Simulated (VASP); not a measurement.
Set up this calculation in VASP 6.6.1, as the native input.

```yaml
Task: single point
Functional: PBE
Potentials_or_basis: VASP PAW PBE potentials, release 64 (Y_sv)
Cutoff: 520 eV
k_mesh: 11 × 11 × 11
Occupations: fermi-dirac, width 0.136057 eV
Spin: no spin polarisation
Dipole_correction: no
Further_INCAR_settings: ALGO = Normal; EDIFF = 1e-06; NBANDS = 12
```

The structure of Y lies in POSCAR:

```
Y
1.0
    0.0000000000      2.5383940082      2.5383940082
    2.5383940082      0.0000000000      2.5383940082
    2.5383940082      2.5383940082      0.0000000000
Y
1
Direct
    0.0000000000      0.0000000000      0.0000000000
```

One way to write it, as run:

INCAR

```
SYSTEM = Y
ALGO     = Normal         ! electronic algorithm
EDIFF    = 1E-6           ! SCF threshold, eV
ENCUT    = 520            ! plane-wave cutoff, eV
GGA      = PE             ! functional
ISIF     = 2              ! what is computed and relaxed
ISMEAR   = -1             ! smearing method
LASPH    = .True.         ! aspherical terms in the spheres
LCHARG   = .False.        ! write CHGCAR
LREAL    = .False.        ! projectors in reciprocal space
LWAVE    = .False.        ! write WAVECAR
NBANDS   = 12             ! bands
NELM     = 100            ! most SCF steps
PREC     = Accurate       ! precision mode
SIGMA    = 0.13605693000000002 ! smearing width, eV
```

KPOINTS

```
k-points
0
Gamma
  11 11 11
  0 0 0
```

Potentials or basis: VASP PAW PBE potentials, release 64 (Y_sv).

Run with:

```bash
$ cat potpaw_PBE.64/Y_sv/POTCAR > POTCAR
$ mpirun -np 1 vasp_std > vasp.out
```

Results of the run:

- Pressure: -0.1 GPa

It took 33 s on 1 thread of AMD EPYC 7R13 Processor (Zen 3), on a shared host, peak memory 0.15 GiB.
